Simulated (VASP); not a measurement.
Input of a VASP 6.6.1 run:

The input INCAR:

```
PREC     = Accurate       # precision mode
ENCUT    = 600            # plane-wave cutoff, eV
EDIFF    = 1E-6           # SCF threshold, eV
ISMEAR   = 0              # smearing method
SIGMA    = 0.01           # smearing width, eV
LREAL    = False          # projectors in reciprocal space
LASPH    = True           # aspherical terms in the spheres
NELM     = 80             # most SCF steps
ALGO     = Normal         # electronic algorithm
ISIF     = 3              # what is computed and relaxed
LWAVE    = False          # write WAVECAR
LCHARG   = False          # write CHGCAR
IBRION   = 2              # ionic algorithm
NSW      = 80             # ionic steps
EDIFFG   = -0.05          # ionic threshold
```

File KPOINTS:

```
Automatic mesh
0
Gamma
  12 12 4
```

The input POSCAR:

```
GaN
1.0
    3.1800000000      0.0000000000      0.0000000000
   -1.5900000000      2.7539610000      0.0000000000
    0.0000000000      0.0000000000      5.1660000000
Ga N
2 2
Direct
    0.3333333333      0.6666666667      0.0000000000
    0.6666666667      0.3333333333      0.5000000000
    0.3333333333      0.6666666667      0.3750000000
    0.6666666667      0.3333333333      0.8750000000
```

Potentials or basis: VASP PAW LDA potentials, release 64 (Ga_d, N).

Run with:

```console
$ cat potpaw_LDA.64/Ga_d/POTCAR potpaw_LDA.64/N/POTCAR > POTCAR
$ mpirun -np 1 vasp_std > vasp.out
```

(1) Estimate the relaxed volume.

(2) Predict the relaxed cell.

(3) Predict the band gap on the k mesh.

Results:

(1) 11.10 Å³/atom.

(2) a = 3.157 Å, b = 3.157 Å, c = 5.147 Å, α = 90.00°, β = 90.00°, γ = 120.00°.

(3) 2.11 eV.
